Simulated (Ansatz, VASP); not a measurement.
BiSbS4 in VASP and in Ansatz

Contents of INCAR:

```
PREC = Accurate
ENCUT = 520
EDIFF = 1E-6
ISMEAR = 0
SIGMA = 0.1
LREAL = False
LASPH = True
NELM = 100
ALGO = Normal
ISIF = 2
LWAVE = False
LCHARG = False
GGA = PE
NBANDS = 31
```

File KPOINTS:

```
Automatic mesh
0
Gamma
  6 6 2
```

The input POSCAR:

```
BiSbS4
1.0
    4.2024312100      0.0000000000      0.0000000000
   -2.1012156100      3.6394121900      0.0000000000
    0.0000000000      0.0000000000      8.3228250100
Sb Bi S
1 1 4
Direct
    0.0000000000      0.0000000000      0.0000000000
    0.0000000000      0.0000000000      0.5000000000
    0.3333333300      0.6666666700      0.7531560100
    0.3333333300      0.6666666700      0.2468439900
    0.6666666700      0.3333333300      0.7531560100
    0.6666666700      0.3333333300      0.2468439900
```

Input for Ansatz:

```yaml
crystal:
  lattice:
    - [4.20243121, 0.0, 0.0]
    - [-2.10121561, 3.63941219, 0.0]
    - [0.0, 0.0, 8.32282501]
  atoms:
    - { symbol: Sb, position: [0.0, 0.0, 0.0] }
    - { symbol: Bi, position: [0.0, 0.0, 0.5] }
    - { symbol: S, position: [0.33333333, 0.66666667, 0.75315601] }
    - { symbol: S, position: [0.33333333, 0.66666667, 0.24684399] }
    - { symbol: S, position: [0.66666667, 0.33333333, 0.75315601] }
    - { symbol: S, position: [0.66666667, 0.33333333, 0.24684399] }
basis:
  ecutwfc: 420
kpoints:
  mp_grid: { grid: [6, 6, 2] }
hamiltonian:
  xc: pbe
scf:
  occupations: { method: gaussian, width: 0.1 }
  lower_state_search: "off"
output:
  forces: true
  stress: true
  eigenvalues: true
```

Change from the starting cell: species swapped into the VCrB4 type (P6/mmm, No. 191).

Alike in both runs: task single point; functional PBE; k mesh 6 × 6 × 2; occupations gaussian, width 0.1 eV; no spin polarisation.

```csv
,VASP,Ansatz
version,VASP 6.6.1,Ansatz 0.2.0
potentials or method,"VASP PAW PBE potentials, release 64 (Sb, Bi_d, S), cutoff 520 eV","scalar-relativistic, plane waves, PAW"
valence electrons in the cell,44,54
```

VASP gave:

- gap on the k mesh at the Fermi level (eV): none
- pressure (GPa): 2.0
- traceless stress, the component that is largest in VASP (GPa): -9.29
- rms of the force components (eV/Å): 0.036

**Question.** Which values does Ansatz return?

**Answer.** gap on the k mesh at the Fermi level (eV): none; pressure (GPa): 2.2; traceless stress, the component that is largest in VASP (GPa): -9.32; rms of the force components (eV/Å): 0.032.

Atom by atom the forces differ by 0.004 eV/Å (rms over components). A gap of «none» marks a metal or a gap that the smearing closes. VASP's potentials hold 44 valence electrons a cell and Ansatz's 54, so a difference there can come from the potentials and not from the codes.

The k mesh is coarse, so the values compare programs but aren't converged. Neither program's run includes spin-orbit coupling.
